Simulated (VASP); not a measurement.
# BaTe in VASP: a series of runs

BaTe is run at these levels: PBE, r2SCAN; tasks: single point.

All numbers are computed with VASP 6.6.1; they aren't measurements. Logs are shortened: lines on timing, memory, paths and dates and some standing lists are left out, and cuts for length are marked.

**1. The cell of the first run**

Symmetry: R-3m, No. 166, trigonal system. Conventional cell: a = 4.996 Å, b = 4.996 Å, c = 12.420 Å, α = 90.00°, β = 90.00°, γ = 120.00°. Ba (site symmetry -3m) has 6 Te at 3.55 Å within 4.7 Å. Te (site symmetry -3m) has 6 Ba at 3.55 Å within 4.7 Å.

**2. Single point, PBE (strain along [111] +1.5%)**

INCAR

```
PREC     = Accurate       # precision mode
ENCUT    = 520            # plane-wave cutoff, eV
EDIFF    = 1E-6           # SCF threshold, eV
ISMEAR   = -1             # smearing method
SIGMA    = 0.02           # smearing width, eV
LREAL    = F              # projectors in reciprocal space
LASPH    = T              # aspherical terms in the spheres
NELM     = 80             # most SCF steps
ALGO     = Normal         # electronic algorithm
ISIF     = 2              # what is computed and relaxed
LWAVE    = F              # write WAVECAR
LCHARG   = F              # write CHGCAR
GGA      = PE             # functional
NBANDS   = 15             # bands
```

KPOINTS

```
Automatic mesh
0
Gamma
  6 6 6
```

POSCAR

```
BaTe
1.0
    0.0353238682      3.5677106931      3.5677106931
    3.5677106931      0.0353238682      3.5677106931
    3.5677106931      3.5677106931      0.0353238682
Ba Te
1 1
Direct
    0.0000000000      0.0000000000      0.0000000000
    0.5000000000      0.5000000000      0.5000000000
```

Potentials or basis: VASP PAW PBE potentials, release 64 (Ba_sv, Te).

On the command line:

```console
$ cat potpaw_PBE.64/Ba_sv/POTCAR potpaw_PBE.64/Te/POTCAR > POTCAR
$ mpirun -np 1 vasp_std > vasp.out
```

OUTCAR:

```text
PREC = Accurate
   ENCUT = 520
   EDIFF = 1E-6
   ISMEAR = -1
   LREAL = F
   LASPH = T
   NELM = 80
   ISIF = 2
   GGA = PE

 ion  position               nearest neighbor table
   1  0.000  0.000  0.000-   2 3.55   2 3.55   2 3.55   2 3.55   2 3.55   2 3.55
   2  0.500  0.500  0.500-   1 3.55   1 3.55   1 3.55   1 3.55   1 3.55   1 3.55

  LATTYP: Found a trigonal (rhomboedric) cell.
 ALAT       =     5.0456284995
 COS(alpha) =     0.5098759986

  Lattice vectors:

 A1 = (   0.0353238682,   3.5677106931,   3.5677106931)
 A2 = (   3.5677106931,   0.0353238682,   3.5677106931)
 A3 = (   3.5677106931,   3.5677106931,   0.0353238682)

Analysis of symmetry for initial positions (statically):
=====================================================================
 Subroutine PRICEL returns:
 Original cell was already a primitive cell.

 Routine SETGRP: Setting up the symmetry group for a
 trigonal (rhombohedral) supercell.

 Subroutine GETGRP returns: Found 12 space group operations
 (whereof 12 operations were pure point group operations)
 out of a pool of 12 trial point group operations.

The static configuration has the point symmetry D_3d.

Analysis of symmetry for dynamics (positions and initial velocities):
=====================================================================
 Subroutine PRICEL returns:
 Original cell was already a primitive cell.

 Routine SETGRP: Setting up the symmetry group for a
 trigonal (rhombohedral) supercell.

 Subroutine GETGRP returns: Found 12 space group operations
 (whereof 12 operations were pure point group operations)
 out of a pool of 12 trial point group operations.

The dynamic configuration has the point symmetry D_3d.

 Subroutine INISYM returns: Found 12 space group operations
 (whereof 12 operations are pure point group operations),
 and found     1 'primitive' translations

----------------------------------------------------------------------------------------

                                     Primitive cell

  volume of cell :      89.4748

  direct lattice vectors                    reciprocal lattice vectors
     0.035323868  3.567710693  3.567710693    -0.142244629  0.140850074  0.140850074
     3.567710693  0.035323868  3.567710693     0.140850074 -0.142244629  0.140850074
     3.567710693  3.567710693  0.035323868     0.140850074  0.140850074 -0.142244629

  length of vectors
     5.045628500  5.045628500  5.045628500     0.244767280  0.244767280  0.244767280

  position of ions in fractional coordinates (direct lattice)
     0.000000000  0.000000000  0.000000000
     0.500000000  0.500000000  0.500000000

  ion indices of the primitive-cell ions
   primitive index   ion index
                 1           1
                 2           2

----------------------------------------------------------------------------------------

 KPOINTS: Automatic mesh

Automatic generation of k-mesh.
 Grid dimensions read from file:
 generate k-points for:    6    6    6

 Generating k-lattice:

  Cartesian coordinates                     Fractional coordinates (reciprocal lattice)
    -0.023707438  0.023475012  0.023475012     0.166666667  0.000000000 -0.000000000
     0.023475012 -0.023707438  0.023475012     0.000000000  0.166666667 -0.000000000
     0.023475012  0.023475012 -0.023707438     0.000000000  0.000000000  0.166666667

  Length of vectors
     0.040794547  0.040794547  0.040794547

  Shift w.r.t. Gamma in fractional coordinates (k-lattice)
     0.000000000  0.000000000  0.000000000

 Subroutine IBZKPT returns following result:
 ===========================================

 Found     32 irreducible k-points:

 Following reciprocal coordinates:
            Coordinates               Weight
  0.000000  0.000000  0.000000      1.000000
  0.166667 -0.000000  0.000000      6.000000
  0.333333  0.000000  0.000000      6.000000
  0.500000  0.000000  0.000000      3.000000
  0.166667  0.166667  0.000000      6.000000
  0.333333  0.166667 -0.000000     12.000000
[... 16 lines left out ...]
  0.500000  0.500000  0.166667      6.000000
 -0.333333  0.500000  0.166667     12.000000
 [... further k-points ...]
   k-points           NKPTS =     32   k-points in BZ     NKDIM =     32   number of bands    NBANDS=     15
   number of dos      NEDOS =    301   number of ions     NIONS =      2
   total plane-waves  NPLWV =  64000
   dimension x,y,z NGX =    40 NGY =   40 NGZ =   40
   dimension x,y,z NGXF=    80 NGYF=   80 NGZF=   80
   ions per type =               1   1
   NGX,Y,Z   is equivalent  to a cutoff of  13.18, 13.18, 13.18 a.u.
   NGXF,Y,Z  is equivalent  to a cutoff of  26.36, 26.36, 26.36 a.u.
 SYSTEM =  unknown system
   PREC   = accura    normal or accurate (medium, high low for compatibility)
   ISTART =      0    job   : 0-new  1-cont  2-samecut
   ICHARG =      2    charge: 1-file 2-atom 10-const
   ISPIN  =      1    spin polarized calculation?
   LNONCOLLINEAR =      F non collinear calculations
   LSORBIT =      F    spin-orbit coupling
   LASPH  =      T    aspherical Exc in radial PAW
   ENCUT  =  520.0 eV  38.22 Ry    6.18 a.u.   9.38  9.38  9.38*2*pi/ulx,y,z
   NELM   =     80;   NELMIN=  2; NELMDL= -5     # of ELM steps
   EDIFF  = 0.1E-05   stopping-criterion for ELM
   LREAL  =      F    real-space projection
   EDIFFG = 0.1E-04   stopping-criterion for IOM
   NSW    =      0    number of steps for IOM
   IBRION =     -1    ionic relax: 0-MD 1-quasi-New 2-CG
   NFREE  =      0    steps in history (QN), initial steepest desc. (CG)
   ISIF   =      2    stress and relaxation
   ISYM   =      2    0-nonsym 1-usesym 2-fastsym
   POTIM  = 0.5000    time-step for ionic-motion
   TEBEG  =    0.0;   TEEND  =   0.0 temperature during run
   PSTRESS=    0.0 pullay stress
   NELECT =      16.0000    total number of electrons
   NUPDOWN=      -1.0000    fix difference up-down
   EMIN   =  10.00;   EMAX   =-10.00  energy-range for DOS
   EFERMI =   0.00;   METHOD = LEGACY
   ISMEAR =    -1;   SIGMA  =   0.02  broadening in eV -4-tet -1-fermi 0-gaus
   EFERMI_NEDOS =   21; number of points for ismear=-14 and -15
   IALGO  =     38    algorithm
   IMIX   =      4    mixing-type and parameters
     AMIX     =   0.40;   BMIX     =  1.00
     AMIX_MAG =   1.60;   BMIX_MAG =  1.00
  volume/ion in A,a.u.               =      44.74       301.90
  Fermi-wavevector in a.u.,A,eV,Ry     =   0.922319  1.742930 11.574103  0.850673
  Thomas-Fermi vector in A             =   2.047833
   LORBIT       =      0    0 simple, 1 ext, 2 COOP (PROOUT), +10 PAW based schemes
   GGA     = PE    functional components
   LHFCALC =     F    Hartree Fock is set to
   AEXX    =    0.0000 exact exchange contribution
   IVDW    =     0    specifies the selected vdW correction
   LEPSILON=     F    determine dielectric tensor
   LRPA    =     F    only Hartree local field effects (RPA)
 non-spin polarized calculation
  energy-cutoff  :      520.00
  volume of cell :       89.47
 maximum number of plane-waves:      2427
 NGX is ok and might be reduce to    40
   NGX = 19   NGY = 19   NGZ = 19

 number of electron      16.0000000 magnetization

 Free energy of the ion-electron system (eV)
  ---------------------------------------------------
  ext. energy  EPLUGINS =         0.00000000
  ---------------------------------------------------
  free energy    TOTEN  =        -8.62801051 eV

  energy without entropy =       -8.62801051  energy(sigma->0) =       -8.62801051

 E-fermi :   2.5116     XC(G=0):  -8.0770

 val. band max:        2.0327723756   @ k =   0.0000   0.0000   0.0000
 cond. band min:       3.6229877136   @ k =   0.5000   0.5000   0.0000
 fundamental gap:      1.5902153379
 Fermi energy:         2.5116207193

 k-point     1 :       0.0000    0.0000    0.0000
  band No.  band energies     occupation
      1     -25.1189      2.00000
      2     -10.2599      2.00000
      3     -10.2599      2.00000
      4     -10.2589      2.00000
      5      -7.4332      2.00000
      6       1.9842      2.00000
      7       2.0328      2.00000
      8       2.0328      2.00000
      9       4.7459      0.00000
     10       4.9198      0.00000
     11       4.9948      0.00000
     12       4.9948      0.00000
     13       5.5385      0.00000
     14       5.5385      0.00000
     15       8.9966      0.00000

 k-point     2 :       0.1667   -0.0000    0.0000
  band No.  band energies     occupation
      1     -25.1162      2.00000
      2     -10.3551      2.00000
      3     -10.2631      2.00000
      4     -10.2613      2.00000
      5      -7.2723      2.00000
      6       1.2603      2.00000
      7       1.6384      2.00000
      8       1.6857      2.00000
      9       4.9742      0.00000
     10       5.2368      0.00000
     11       5.3135      0.00000
     12       5.8550      0.00000
     13       6.2501      0.00000
     14       6.2534      0.00000
     15       9.7853      0.00000

 k-point     3 :       0.3333    0.0000    0.0000
  band No.  band energies     occupation
      1     -25.1109      2.00000
      2     -10.5240      2.00000
      3     -10.2696      2.00000
      4     -10.2659      2.00000
      5      -6.9626      2.00000
      6       0.2816      2.00000
      7       1.1313      2.00000
      8       1.1844      2.00000
      9       5.3901      0.00000
     10       6.0538      0.00000
     11       6.1421      0.00000
     12       7.1905      0.00000
     13       7.8006      0.00000
     14       7.8022      0.00000
     15       9.8785      0.00000
[... 343 lines left out ...]
 k-point    23 :       0.5000    0.5000    0.1667
  band No.  band energies     occupation
      1     -25.1061      2.00000
      2     -10.4400      2.00000
      3     -10.3545      2.00000
      4     -10.3140      2.00000
      5      -7.1291      2.00000
      6       0.7515      2.00000
      7       1.2167      2.00000
      8       1.4728      2.00000
      9       4.1792      0.00000
     10       6.8143      0.00000
     11       6.9532      0.00000
     12       7.1895      0.00000
     13       7.3478      0.00000
     14       7.6917      0.00000
     15       9.5400      0.00000

 k-point    24 :      -0.3333    0.5000    0.1667
  band No.  band energies     occupation
      1     -25.1051      2.00000
      2     -10.4082      2.00000
      3     -10.3674      2.00000
      4     -10.3550      2.00000
      5      -7.1151      2.00000
      6       0.9753      2.00000
      7       0.9894      2.00000
      8       1.2878      2.00000
      9       4.6007      0.00000
     10       6.4887      0.00000
     11       6.5916      0.00000
     12       7.1313      0.00000
     13       7.6179      0.00000
     14       8.2807      0.00000
     15       9.9072      0.00000

 [... further k-points ...]
[... 5 lines left out ...]
  --------------------------------------------------------------------------------------
  -------------------------------------------------------------------------------------
  Total       -0.0723217     -0.0723217     -0.0723217     -0.0644774     -0.0644774     -0.0644774
  in kB       -1.2950264     -1.2950264     -1.2950264     -1.1545619     -1.1545619     -1.1545619
  external PRESSURE =      -1.2950264 kB  Pullay stress =       0.0000000 kB

 VOLUME and BASIS-vectors are now :
 -----------------------------------------------------------------------------
  energy-cutoff  :      520.00
  volume of cell :       89.47
      direct lattice vectors                 reciprocal lattice vectors
     0.035323868  3.567710693  3.567710693    -0.142244629  0.140850074  0.140850074
     3.567710693  0.035323868  3.567710693     0.140850074 -0.142244629  0.140850074
     3.567710693  3.567710693  0.035323868     0.140850074  0.140850074 -0.142244629

 POSITION                                       TOTAL-FORCE (eV/Angst)
 -----------------------------------------------------------------------------------
      0.00000      0.00000      0.00000        -0.000000      0.000000      0.000000
      3.58537      3.58537      3.58537         0.000000     -0.000000     -0.000000
 -----------------------------------------------------------------------------------
    total drift:                                0.000000     -0.000000     -0.000000

  FREE ENERGIE OF THE ION-ELECTRON SYSTEM (eV)
  ---------------------------------------------------
  free  energy   TOTEN  =        -8.6280105109 eV

  energy  without entropy=       -8.6280105109  energy(sigma->0) =       -8.62801051
```

Run time: 40 s. Hardware: 1 thread of Intel Xeon Platinum 8488C (Sapphire Rapids), shared host; peak memory 0.24 GiB.

What came out:

- Free energy: -8.6280 eV
- Pressure: -0.1 GPa
- Band gap on the k mesh: 1.59 eV, indirect (least direct gap 1.97 eV)

Caveat: the cell differs from its parent crystal (strain along [111] +1.5%); spin-orbit coupling is left out, which moves the levels of the heavy elements. A k mesh can miss the band edges.

**3. Single point, PBE (shear xy strain -1.0%)**

INCAR

```
SYSTEM = BaTe
PREC = Accurate
ENCUT = 520
EDIFF = 1E-6
ISMEAR = -1
SIGMA = 0.02
LREAL = .False.
LASPH = .True.
NELM = 100
ALGO = Normal
ISIF = 2
LWAVE = .False.
LCHARG = .False.
GGA = PE
NBANDS = 15
```

KPOINTS

```
regular mesh
0
Gamma
  6 6 6
  0 0 0
```

POSCAR

```
BaTe
1.0
   -0.0176619341      3.5323868249      3.5323868249
    3.5323868249     -0.0176619341      3.5323868249
    3.5147248908      3.5147248908      0.0000000000
Ba Te
1 1
Direct
    0.0000000000      0.0000000000      0.0000000000
    0.5000000000      0.5000000000      0.5000000000
```

Potentials or basis: VASP PAW PBE potentials, release 64 (Ba_sv, Te).

On the command line:

```console
$ cat potpaw_PBE.64/Ba_sv/POTCAR potpaw_PBE.64/Te/POTCAR > POTCAR
$ mpirun -np 1 vasp_std > vasp.out
```

It took 48 s on 1 thread of Intel Xeon Platinum 8488C (Sapphire Rapids), shared host; peak memory 0.26 GiB.

The run converged. Its results:

```yaml
Free_energy: -8.6279 eV
Pressure: 0.3 GPa
Band_gap_on_the_k_mesh: 1.56 eV, indirect (least direct gap 1.94 eV)
```

Stress tensor (GPa, compression positive):
```
0.30 0.11 0.00
0.11 0.30 0.00
0.00 0.00 0.30
```

Levels at points of the mesh, in eV from the valence-band top:
```csv
k point,band 6,band 7,band 8,band 9,band 10,band 11
"(0.00, 0.00, 0.00)",-0.03,-0.02,0.00,2.78,2.89,2.93
"(0.50, 0.00, 0.00)",-2.18,-1.09,-1.06,4.14,4.65,4.79
"(0.50, 0.50, 0.00)",-1.14,-0.42,-0.38,1.56,4.37,4.51
"(0.00, 0.00, 0.50)",-2.18,-1.12,-1.09,4.13,4.67,4.80
"(0.50, 0.00, 0.50)",-1.14,-0.40,-0.40,1.56,4.37,4.51
```

Caveat: the cell differs from its parent crystal (shear xy strain -1.0%); spin-orbit coupling is left out, which moves the levels of the heavy elements. A k mesh can miss the band edges.

**4. Single point, r2SCAN (strain along [111] +1.5%)**

POSCAR

```
BaTe
1.0
    0.0353238682      3.5677106931      3.5677106931
    3.5677106931      0.0353238682      3.5677106931
    3.5677106931      3.5677106931      0.0353238682
Ba Te
1 1
Direct
    0.0000000000      0.0000000000      0.0000000000
    0.5000000000      0.5000000000      0.5000000000
```

INCAR.step1

```
SYSTEM = BaTe
ALGO = Normal ; EDIFF = 1E-4
ENCUT = 520 ; GGA = PE
ISMEAR = 0 ; LASPH = .TRUE.
LCHARG = .FALSE. ; LREAL = .FALSE.
LWAVE = .TRUE. ; NBANDS = 15
NELM = 100 ; PREC = Accurate
SIGMA = 0.01
```

INCAR.step2

```
SYSTEM = BaTe
ALGO = Normal ; EDIFF = 1E-6
ENCUT = 520 ; ISIF = 2
ISMEAR = 0 ; ISTART = 1
LASPH = .TRUE. ; LCHARG = .TRUE.
LELF = .TRUE. ; LMIXTAU = .TRUE.
LREAL = .FALSE. ; LVHAR = .TRUE.
LWAVE = .FALSE. ; METAGGA = R2SCAN
NBANDS = 15 ; NELM = 100
PREC = Accurate ; SIGMA = 0.01
```

KPOINTS

```
k-points
0
G
  6 6 6
  0 0 0
```

On the command line:

```console
$ cat potpaw_PBE.64/Ba_sv/POTCAR potpaw_PBE.64/Te/POTCAR > POTCAR
$ cp INCAR.step1 INCAR
$ mpirun -np 1 vasp_std > vasp.out
$ cp INCAR.step2 INCAR
$ mpirun -np 1 vasp_std > vasp.out
```

Wall time 2.6 min (1 thread of Intel Xeon Platinum 8488C (Sapphire Rapids), shared host); peak memory 0.27 GiB.

It converged, with:

| Property | Result |
| --- | --- |
| Free energy | -56.0279 eV |
| Pressure | -0.2 GPa |
| Band gap on the k mesh | 1.94 eV, indirect (least direct gap 2.33 eV) |

Stress tensor (GPa, compression positive):
```
-0.16 -0.12 -0.12
-0.12 -0.16 -0.12
-0.12 -0.12 -0.16
```

Levels at points of the mesh, in eV from the valence-band top:
```csv
k point,band 6,band 7,band 8,band 9,band 10,band 11
"(0.00, 0.00, 0.00)",-0.05,0.00,0.00,3.26,3.38,3.38
"(0.50, 0.00, 0.00)",-2.12,-1.10,-1.04,4.56,5.10,5.30
"(0.50, 0.50, 0.00)",-1.15,-0.43,-0.38,1.94,4.86,5.14
"(0.50, 0.50, 0.50)",-2.13,-1.01,-1.01,4.58,5.11,5.26
```

Caveat: the cell differs from its parent crystal (strain along [111] +1.5%); the PAW data sets were made with another functional, which shifts forces and pressure a little; spin-orbit coupling is left out, which moves the levels of the heavy elements. A k mesh can miss the band edges.

**5. Single point, r2SCAN (shear xy strain -1.0%)**

POSCAR

```
BaTe
1.0
   -0.0176619341      3.5323868249      3.5323868249
    3.5323868249     -0.0176619341      3.5323868249
    3.5147248908      3.5147248908      0.0000000000
Ba Te
1 1
Direct
    0.0000000000      0.0000000000      0.0000000000
    0.5000000000      0.5000000000      0.5000000000
```

INCAR.step1

```
SYSTEM = BaTe
PREC = Accurate
ENCUT = 520
ISMEAR = 0
SIGMA = 0.01
LREAL = .False.
LASPH = .True.
NELM = 80
NBANDS = 15
GGA = PE
ALGO = Normal
EDIFF = 1E-4
LWAVE = .True.
LCHARG = .False.
```

INCAR.step2

```
SYSTEM = BaTe
PREC = Accurate
ENCUT = 520
EDIFF = 1E-7
ISMEAR = 0
SIGMA = 0.01
LREAL = .False.
LASPH = .True.
NELM = 80
ALGO = Normal
ISIF = 2
LWAVE = .False.
LCHARG = .False.
METAGGA = R2SCAN
LMIXTAU = .True.
NBANDS = 15
ISTART = 1
```

KPOINTS

```
regular mesh
0
Gamma
  6 6 6
  0 0 0
```

On the command line:

```console
$ cat potpaw_PBE.64/Ba_sv/POTCAR potpaw_PBE.64/Te/POTCAR > POTCAR
$ cp INCAR.step1 INCAR
$ mpirun -np 1 vasp_std > vasp.out
$ cp INCAR.step2 INCAR
$ mpirun -np 1 vasp_std > vasp.out
```

It took 3.6 min on 1 thread of Intel Xeon Platinum 8488C (Sapphire Rapids), shared host; peak memory 0.29 GiB.

The run converged. Its results:

```yaml
Free_energy: -56.0281 eV
Pressure: 0.3 GPa
Band_gap_on_the_k_mesh: 1.91 eV, indirect (least direct gap 2.30 eV)
```

Stress tensor (GPa, compression positive):
```
0.30 0.12 0.00
0.12 0.30 0.00
0.00 0.00 0.29
```

Levels at points of the mesh, in eV from the valence-band top:
| k point | band 6 | band 7 | band 8 | band 9 | band 10 | band 11 |
| --- | --- | --- | --- | --- | --- | --- |
| (0.00, 0.00, 0.00) | -0.03 | -0.02 | 0.00 | 3.31 | 3.33 | 3.37 |
| (0.50, 0.00, 0.00) | -2.17 | -1.08 | -1.06 | 4.59 | 5.15 | 5.30 |
| (0.50, 0.50, 0.00) | -1.16 | -0.43 | -0.38 | 1.91 | 4.88 | 5.21 |
| (0.00, 0.00, 0.50) | -2.16 | -1.11 | -1.08 | 4.58 | 5.17 | 5.32 |
| (0.50, 0.00, 0.50) | -1.16 | -0.41 | -0.41 | 1.91 | 4.88 | 5.21 |

Caveat: the cell differs from its parent crystal (shear xy strain -1.0%); the PAW data sets were made with another functional, which shifts forces and pressure a little; spin-orbit coupling is left out, which moves the levels of the heavy elements. A k mesh can miss the band edges.

**6. The runs side by side**

| level | cell | smearing | gap on the mesh (eV) | pressure (GPa) |
| --- | --- | --- | --- | --- |
| PBE | a = 5.046 Å, angles 59.3°, 2 atoms | fermi-dirac 0.02 eV | 1.59 | -0.1 |
| PBE | a = 4.996, b = 4.996, c = 4.971 Å, angles 60.2, 60.2, 60.3°, 2 atoms | fermi-dirac 0.02 eV | 1.56 | 0.3 |
| r2SCAN | a = 5.046 Å, angles 59.3°, 2 atoms | gaussian 0.01 eV | 1.94 | -0.2 |
| r2SCAN | a = 4.996, b = 4.996, c = 4.971 Å, angles 60.2, 60.2, 60.3°, 2 atoms | gaussian 0.01 eV | 1.91 | 0.3 |

Alike in all rows: task single point; potentials or basis VASP PAW PBE potentials, release 64 (Ba_sv, Te); no spin polarisation; k mesh 6 × 6 × 6; cutoff (eV) 520.

Caveats: spin-orbit coupling is left out, which moves the levels of the heavy elements; the PAW data sets were made with another functional, which shifts forces and pressure a little (some runs).

Absolute energies hang on the potentials; compare differences alone.
